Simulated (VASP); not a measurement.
# TiO2 (P4_2/mnm) in VASP: notebook

Runs on TiO2. Level: PBE. Tasks: single point, relaxation of cell and atoms.

Program: VASP 6.6.1. These are calculated values, not measurements. Logs are shortened: lines on timing, memory, paths and dates and some standing lists are left out, and cuts for length are marked.

**The experiment to reproduce.**

“Shallow Valence Band of Rutile GeO2 and P-type Doping”, 2020, arxiv:2011.08928 quotes, for a bulk crystal of TiO2 at 1.6 K: band gap 3.03 eV (direct).

How close the calculation comes is told below.

### 1 The cell of the first run

Symmetry: P4_2/mnm, No. 136, tetragonal system. Conventional cell: a = 4.643 Å, b = 4.643 Å, c = 2.964 Å, α = 90.00°, β = 90.00°, γ = 90.00°. Ti (site symmetry mmm) has 6 O at 1.96 to 2.00 Å within 2.6 Å. Within 2.6 Å of O (site symmetry m2m) lie 3 Ti at 1.96 to 2.00 Å and 1 O at 2.56 Å.

### 2 Single point, PBE

File INCAR:

```
SYSTEM = TiO2
ALGO = Normal ; EDIFF = 1E-6
ENCUT = 520 ; GGA = PE
ISIF = 2 ; ISMEAR = 0
LASPH = .True. ; LCHARG = .True.
LELF = .True. ; LREAL = .False.
LVHAR = .True. ; LWAVE = .False.
NBANDS = 33 ; NELM = 60
PREC = Accurate ; SIGMA = 0.05
```

File KPOINTS:

```
k-points
0
Gamma
  8 8 10
  0 0 0
```

File POSCAR:

```
TiO2
1.0
    4.6433998178      0.0000000000      0.0000000000
    0.0000000000      4.6433998178      0.0000000000
    0.0000000000      0.0000000000      2.9638636879
Ti O
2 4
Direct
    0.0000000000      0.0000000000      0.0000000000
    0.5000000000      0.5000000000      0.5000000000
    0.3050970583      0.3050970583      0.0000000000
    0.1949029417      0.8050970583      0.5000000000
    0.6949029417      0.6949029417      0.0000000000
    0.8050970583      0.1949029417      0.5000000000
```

Potentials or basis: VASP PAW PBE potentials, release 64 (Ti_sv, O).

The run is started by

```bash
> cat potpaw_PBE.64/Ti_sv/POTCAR potpaw_PBE.64/O/POTCAR > POTCAR
> mpirun -np 1 vasp_std > vasp.out
```

OUTCAR:

```text
SYSTEM = TiO2
   EDIFF = 1E-6
   ENCUT = 520
   GGA = PE
   ISIF = 2
   ISMEAR = 0
   LASPH = .True.
   LREAL = .False.
   NELM = 60
   PREC = Accurate

 ion  position               nearest neighbor table
   1  0.000  0.000  0.000-   4 1.96   6 1.96   4 1.96   6 1.96   5 2.00   3 2.00
   2  0.500  0.500  0.500-   3 1.96   5 1.96   3 1.96   5 1.96   4 2.00   6 2.00
   3  0.305  0.305  0.000-   2 1.96   2 1.96   1 2.00
   4  0.195  0.805  0.500-   1 1.96   1 1.96   2 2.00
   5  0.695  0.695  0.000-   2 1.96   2 1.96   1 2.00
   6  0.805  0.195  0.500-   1 1.96   1 1.96   2 2.00

  LATTYP: Found a simple tetragonal cell.
 ALAT       =     4.6433998178
 C/A-ratio  =     0.6382960340

  Lattice vectors:

 A1 = (   4.6433998178,   0.0000000000,   0.0000000000)
 A2 = (   0.0000000000,   4.6433998178,   0.0000000000)
 A3 = (   0.0000000000,   0.0000000000,   2.9638636879)

Analysis of symmetry for initial positions (statically):
=====================================================================
 Subroutine PRICEL returns:
 Original cell was already a primitive cell.

 Routine SETGRP: Setting up the symmetry group for a
 simple tetragonal supercell.

 Subroutine GETGRP returns: Found 16 space group operations
 (whereof  8 operations were pure point group operations)
 out of a pool of 16 trial point group operations.

The static configuration has the point symmetry D_2h.
 The point group associated with its full space group is D_4h.

Analysis of symmetry for dynamics (positions and initial velocities):
=====================================================================
 Subroutine PRICEL returns:
 Original cell was already a primitive cell.

 Routine SETGRP: Setting up the symmetry group for a
 simple tetragonal supercell.

 Subroutine GETGRP returns: Found 16 space group operations
 (whereof  8 operations were pure point group operations)
 out of a pool of 16 trial point group operations.

The dynamic configuration has the point symmetry D_2h.
 The point group associated with its full space group is D_4h.

 Subroutine INISYM returns: Found 16 space group operations
 (whereof  8 operations are pure point group operations),
 and found     1 'primitive' translations

----------------------------------------------------------------------------------------

                                     Primitive cell

  volume of cell :      63.9043

  direct lattice vectors                    reciprocal lattice vectors
     4.643399818  0.000000000  0.000000000     0.215359443  0.000000000  0.000000000
     0.000000000  4.643399818  0.000000000     0.000000000  0.215359443  0.000000000
     0.000000000  0.000000000  2.963863688     0.000000000  0.000000000  0.337397433

  length of vectors
     4.643399818  4.643399818  2.963863688     0.215359443  0.215359443  0.337397433

  position of ions in fractional coordinates (direct lattice)
     0.000000000  0.000000000  0.000000000
     0.500000000  0.500000000  0.500000000
     0.305097058  0.305097058  0.000000000
     0.194902942  0.805097058  0.500000000
     0.694902942  0.694902942  0.000000000
     0.805097058  0.194902942  0.500000000

  ion indices of the primitive-cell ions
   primitive index   ion index
                 1           1
                 2           2
                 3           3
                 4           4
                 5           5
                 6           6

----------------------------------------------------------------------------------------

 KPOINTS: k-points

Automatic generation of k-mesh.
 Grid dimensions read from file:
 generate k-points for:    8    8   10

 Generating k-lattice:

  Cartesian coordinates                     Fractional coordinates (reciprocal lattice)
     0.026919930  0.000000000  0.000000000     0.125000000  0.000000000  0.000000000
     0.000000000  0.026919930  0.000000000     0.000000000  0.125000000  0.000000000
     0.000000000  0.000000000  0.033739743     0.000000000  0.000000000  0.100000000

  Length of vectors
     0.026919930  0.026919930  0.033739743

  Shift w.r.t. Gamma in fractional coordinates (k-lattice)
     0.000000000  0.000000000  0.000000000

 Subroutine IBZKPT returns following result:
 ===========================================

 Found     90 irreducible k-points:

 Following reciprocal coordinates:
            Coordinates               Weight
  0.000000  0.000000  0.000000      1.000000
  0.125000  0.000000  0.000000      4.000000
  0.250000  0.000000  0.000000      4.000000
  0.375000  0.000000  0.000000      4.000000
  0.500000  0.000000  0.000000      2.000000
  0.125000  0.125000  0.000000      4.000000
[... 16 lines left out ...]
  0.375000  0.125000  0.100000     16.000000
  0.500000  0.125000  0.100000      8.000000
 [... further k-points ...]
   k-points           NKPTS =     90   k-points in BZ     NKDIM =     90   number of bands    NBANDS=     33
   number of dos      NEDOS =    301   number of ions     NIONS =      6
   total plane-waves  NPLWV =  31104
   dimension x,y,z NGX =    36 NGY =   36 NGZ =   24
   dimension x,y,z NGXF=    72 NGYF=   72 NGZF=   48
   ions per type =               2   4
   NGX,Y,Z   is equivalent  to a cutoff of  12.89, 12.89, 13.46 a.u.
   NGXF,Y,Z  is equivalent  to a cutoff of  25.78, 25.78, 26.92 a.u.
 SYSTEM =  TiO2
   PREC   = accura    normal or accurate (medium, high low for compatibility)
   ISTART =      0    job   : 0-new  1-cont  2-samecut
   ICHARG =      2    charge: 1-file 2-atom 10-const
   ISPIN  =      1    spin polarized calculation?
   LNONCOLLINEAR =      F non collinear calculations
   LSORBIT =      F    spin-orbit coupling
   LASPH  =      T    aspherical Exc in radial PAW
   ENCUT  =  520.0 eV  38.22 Ry    6.18 a.u.   8.63  8.63  5.51*2*pi/ulx,y,z
   NELM   =     60;   NELMIN=  2; NELMDL= -5     # of ELM steps
   EDIFF  = 0.1E-05   stopping-criterion for ELM
   LREAL  =      F    real-space projection
   EDIFFG = 0.1E-04   stopping-criterion for IOM
   NSW    =      0    number of steps for IOM
   IBRION =     -1    ionic relax: 0-MD 1-quasi-New 2-CG
   NFREE  =      0    steps in history (QN), initial steepest desc. (CG)
   ISIF   =      2    stress and relaxation
   ISYM   =      2    0-nonsym 1-usesym 2-fastsym
   POTIM  = 0.5000    time-step for ionic-motion
   TEBEG  =    0.0;   TEEND  =   0.0 temperature during run
   PSTRESS=    0.0 pullay stress
   NELECT =      48.0000    total number of electrons
   NUPDOWN=      -1.0000    fix difference up-down
   EMIN   =  10.00;   EMAX   =-10.00  energy-range for DOS
   EFERMI =   0.00;   METHOD = LEGACY
   ISMEAR =     0;   SIGMA  =   0.05  broadening in eV -4-tet -1-fermi 0-gaus
   EFERMI_NEDOS =   21; number of points for ismear=-14 and -15
   IALGO  =     38    algorithm
   IMIX   =      4    mixing-type and parameters
     AMIX     =   0.40;   BMIX     =  1.00
     AMIX_MAG =   1.60;   BMIX_MAG =  1.00
  volume/ion in A,a.u.               =      10.65        71.87
  Fermi-wavevector in a.u.,A,eV,Ry     =   1.488145  2.812185 30.131111  2.214574
  Thomas-Fermi vector in A             =   2.601216
   LORBIT       =      0    0 simple, 1 ext, 2 COOP (PROOUT), +10 PAW based schemes
   GGA     = PE    functional components
   LHFCALC =     F    Hartree Fock is set to
   AEXX    =    0.0000 exact exchange contribution
   IVDW    =     0    specifies the selected vdW correction
   LEPSILON=     F    determine dielectric tensor
   LRPA    =     F    only Hartree local field effects (RPA)
 non-spin polarized calculation
 Gauss-broadening in eV      SIGMA  =   0.05
  energy-cutoff  :      520.00
  volume of cell :       63.90
 maximum number of plane-waves:      1748
 NGX is ok and might be reduce to    36
   NGX = 17   NGY = 17   NGZ = 11

 number of electron      48.0000020 magnetization

 Free energy of the ion-electron system (eV)
  ---------------------------------------------------
  ext. energy  EPLUGINS =         0.00000000
  ---------------------------------------------------
  free energy    TOTEN  =       -53.67622160 eV

  energy without entropy =      -53.67622160  energy(sigma->0) =      -53.67622160

 E-fermi :   4.9014     XC(G=0): -11.2844

 val. band max:        4.5770856219   @ k =   0.0000   0.0000   0.0000
 cond. band min:       6.4109735288   @ k =   0.0000   0.0000   0.0000
 fundamental gap:      1.8338879069
 Fermi energy:         4.9013528105

 k-point     1 :       0.0000    0.0000    0.0000
  band No.  band energies     occupation
      1     -52.3829      2.00000
      2     -52.3680      2.00000
      3     -28.6696      2.00000
      4     -28.6696      2.00000
      5     -28.5198      2.00000
      6     -28.5198      2.00000
[... 25 lines left out ...]
     32      11.0457      0.00000
     33      11.0458      0.00000

 k-point     2 :       0.1250    0.0000    0.0000
  band No.  band energies     occupation
      1     -52.3823      2.00000
      2     -52.3686      2.00000
      3     -28.6652      2.00000
      4     -28.6648      2.00000
      5     -28.5251      2.00000
      6     -28.5247      2.00000
[... 25 lines left out ...]
     32      10.9955      0.00000
     33      11.0065      0.00000

 k-point     3 :       0.2500    0.0000    0.0000
  band No.  band energies     occupation
      1     -52.3807      2.00000
      2     -52.3702      2.00000
      3     -28.6528      2.00000
      4     -28.6515      2.00000
      5     -28.5397      2.00000
      6     -28.5383      2.00000
[... 25 lines left out ...]
     32      10.8736      0.00000
     33      10.9039      0.00000

 k-point     4 :       0.3750    0.0000    0.0000
  band No.  band energies     occupation
      1     -52.3783      2.00000
      2     -52.3726      2.00000
      3     -28.6357      2.00000
      4     -28.6340      2.00000
      5     -28.5584      2.00000
      6     -28.5566      2.00000
[... 673 lines left out ...]
     32      10.5053      0.00000
     33      10.8403      0.00000

 k-point    23 :       0.3750    0.1250    0.1000
  band No.  band energies     occupation
      1     -52.3742      2.00000
      2     -52.3692      2.00000
      3     -28.6459      2.00000
      4     -28.6155      2.00000
      5     -28.5700      2.00000
      6     -28.5375      2.00000
[... 25 lines left out ...]
     32      10.4084      0.00000
     33      10.7288      0.00000

 k-point    24 :       0.5000    0.1250    0.1000
  band No.  band energies     occupation
      1     -52.3717      2.00000
      2     -52.3717      2.00000
      3     -28.6287      2.00000
      4     -28.6287      2.00000
      5     -28.5565      2.00000
      6     -28.5565      2.00000
[... 25 lines left out ...]
     32      10.2511      0.00000
     33      10.7509      0.00000

 [... further k-points ...]
[... 5 lines left out ...]
  --------------------------------------------------------------------------------------
  -------------------------------------------------------------------------------------
  Total        0.2184671      0.2184671      0.3489108      0.0000000      0.0000000      0.0000000
  in kB        5.4772975      5.4772975      8.7477142      0.0000000      0.0000000      0.0000000
  external PRESSURE =       6.5674364 kB  Pullay stress =       0.0000000 kB

 VOLUME and BASIS-vectors are now :
 -----------------------------------------------------------------------------
  energy-cutoff  :      520.00
  volume of cell :       63.90
      direct lattice vectors                 reciprocal lattice vectors
     4.643399818  0.000000000  0.000000000     0.215359443  0.000000000  0.000000000
     0.000000000  4.643399818  0.000000000     0.000000000  0.215359443  0.000000000
     0.000000000  0.000000000  2.963863688     0.000000000  0.000000000  0.337397433

 POSITION                                       TOTAL-FORCE (eV/Angst)
 -----------------------------------------------------------------------------------
      0.00000      0.00000      0.00000         0.000000      0.000000      0.000000
      2.32170      2.32170      1.48193         0.000000      0.000000      0.000000
      1.41669      1.41669      0.00000        -0.017350     -0.017350      0.000000
      0.90501      3.73839      1.48193         0.017350     -0.017350      0.000000
      3.22671      3.22671      0.00000         0.017350      0.017350     -0.000000
      3.73839      0.90501      1.48193        -0.017350      0.017350      0.000000
 -----------------------------------------------------------------------------------
    total drift:                               -0.000000      0.000000     -0.000000

  FREE ENERGIE OF THE ION-ELECTRON SYSTEM (eV)
  ---------------------------------------------------
  free  energy   TOTEN  =       -53.6762215967 eV

  energy  without entropy=      -53.6762215967  energy(sigma->0) =      -53.67622160
```

Wall time 2.4 min (1 thread of Intel Xeon Platinum 8488C (Sapphire Rapids), shared host); peak memory 0.27 GiB.

What came out:

```
Free energy            : -53.6762 eV
Pressure               : 0.7 GPa
Largest force          : 0.025 eV/Å
Band gap on the k mesh : 1.83 eV
```

Forces on the atoms (eV/Å):
```
Ti   0.000  0.000  0.000
Ti   0.000  0.000  0.000
O   -0.017 -0.017  0.000
O    0.017 -0.017  0.000
O    0.017  0.017  0.000
O   -0.017  0.017  0.000
```

Stress tensor (GPa, compression positive):
```
0.55 0.00 0.00
0.00 0.55 0.00
0.00 0.00 0.87
```

Levels at points of the mesh, in eV from the valence-band top:
```tsv
k point	band 20	band 21	band 22	band 23	band 24	band 25	band 26	band 27	band 28	band 29
(0.00, 0.00, 0.00)	-1.89	-0.67	-0.43	-0.43	0.00	1.83	2.12	2.39	2.46	2.46
(0.50, 0.00, 0.00)	-2.97	-1.55	-1.55	-0.71	-0.71	2.48	2.48	2.95	2.95	3.50
(0.50, 0.50, 0.00)	-2.11	-1.24	-1.24	-1.04	-1.04	1.87	1.87	2.48	2.48	3.75
(0.00, 0.00, 0.50)	-2.74	-2.23	-2.23	-1.40	-1.40	2.88	2.88	3.14	3.14	3.58
(0.50, 0.00, 0.50)	-2.32	-1.99	-1.99	-0.98	-0.98	1.88	1.88	3.16	3.16	3.81
(0.50, 0.50, 0.50)	-2.71	-1.21	-1.21	-0.67	-0.67	2.53	2.53	3.15	3.15	3.18
```

### 3 Relaxation of cell and atoms, PBE

This run uses another cell than the first one, of 10.41 Å³/atom.

File INCAR:

```
ALGO = Normal
EDIFF = 1E-7
EDIFFG = -0.005
ENCUT = 600
GGA = PE
IBRION = 2
ISIF = 3
ISMEAR = 0
LASPH = T
LCHARG = F
LREAL = F
LWAVE = F
NELM = 100
NSW = 100
PREC = Accurate
SIGMA = 0.02
```

File KPOINTS:

```
k-points
0
Gamma
  6 6 10
```

File POSCAR:

```
TiO2
1.0
    4.5940000000      0.0000000000      0.0000000000
    0.0000000000      4.5940000000      0.0000000000
    0.0000000000      0.0000000000      2.9590000000
Ti O
2 4
Direct
    0.0000000000      0.0000000000      0.0000000000
    0.5000000000      0.5000000000      0.5000000000
    0.3060000000      0.3060000000      0.0000000000
    0.1940000000      0.8060000000      0.5000000000
    0.6940000000      0.6940000000      0.0000000000
    0.8060000000      0.1940000000      0.5000000000
```

Potentials or basis: VASP PAW PBE potentials, release 64 (Ti_sv, O).

The run is started by

```bash
> cat potpaw_PBE.64/Ti_sv/POTCAR potpaw_PBE.64/O/POTCAR > POTCAR
> mpirun -np 1 vasp_std > vasp.out
```

It took 9.1 min on 1 thread of Intel Xeon Platinum 8488C (Sapphire Rapids), shared host; peak memory 0.26 GiB.

Results (log left out):

```
Free energy                           : -53.6808 eV
Relaxed volume                        : 10.67 Å³/atom
Relaxed cell                          : a = 4.645 Å, b = 4.645 Å, c = 2.967 Å, α = 90.00°, β = 90.00°, γ = 90.00°
Space group after relaxing (to 0.1 Å) : P4_2/mnm (No. 136)
Energy gained by relaxing             : 5.3 meV/atom
Ionic steps                           : 9
Pressure after relaxing               : 0.0 GPa
Band gap on the k mesh                : 1.82 eV
```

Step by step:
| step | energy change (eV) | largest force (eV/Å) | pressure (GPa) | volume (Å³) |
| --- | --- | --- | --- | --- |
| 1 | 0.0000 | 0.2604 | 5.87 | 62.45 |
| 2 | 0.0168 | 0.2383 | -6.81 | 65.96 |
| 3 | -0.0300 | 0.0213 | -0.13 | 63.97 |
| 4 | -0.0299 | 0.0257 | -0.02 | 63.94 |
| 5 | -0.0318 | 0.0009 | 0.07 | 63.97 |
| 6 | -0.0319 | 0.0083 | 0.10 | 63.97 |
| 7 | -0.0319 | 0.0062 | -0.07 | 64.03 |
| 8 | -0.0319 | 0.0068 | -0.04 | 64.01 |
| 9 | -0.0319 | 0.0011 | 0.00 | 64.01 |

Final structure:
```xyz
6
Lattice="4.6450 0.0000 0.0000 0.0000 4.6450 0.0000 0.0000 0.0000 2.9669" Properties=species:S:1:pos:R:3 pbc="T T T"
Ti    0.0000    0.0000    2.9669
Ti    2.3225    2.3225    1.4834
O     1.4167    1.4167    2.9669
O     0.9058    3.7392    1.4834
O     3.2283    3.2283    0.0000
O     3.7392    0.9058    1.4834
```

Levels at points of the mesh, in eV from the valence-band top:
```tsv
k point	band 22	band 23	band 24	band 25	band 26	band 27
(0.00, 0.00, 0.00)	-0.43	-0.43	0.00	1.82	2.11	2.37
(0.50, 0.00, 0.00)	-1.56	-0.71	-0.71	2.47	2.47	2.93
(0.50, 0.50, 0.00)	-1.25	-1.04	-1.04	1.86	1.86	2.47
(0.00, 0.00, 0.50)	-2.23	-1.40	-1.40	2.87	2.87	3.13
(0.50, 0.00, 0.50)	-1.98	-0.99	-0.99	1.87	1.87	3.14
(0.50, 0.50, 0.50)	-1.21	-0.67	-0.67	2.52	2.52	3.13
```

A k mesh can miss the band edges. PBE usually gives volumes a little too large and moduli too small.

### 4 Against experiment

Step 2. Against the measured gap of TiO2, 3.03 eV (direct; 1.6 K; quoted in “Shallow Valence Band of Rutile GeO2 and P-type Doping”, 2020, arxiv:2011.08928), the calculated 1.83 eV is off by -1.20 eV. 2 values of this kind are on record in papers (3.03 to 3.05 eV); this one was drawn at random among those near their median. The value is that of PBE on a finite k mesh, which can miss the band edges, without temperature or zero-point motion. Semilocal functionals fall short of measured gaps as a rule.
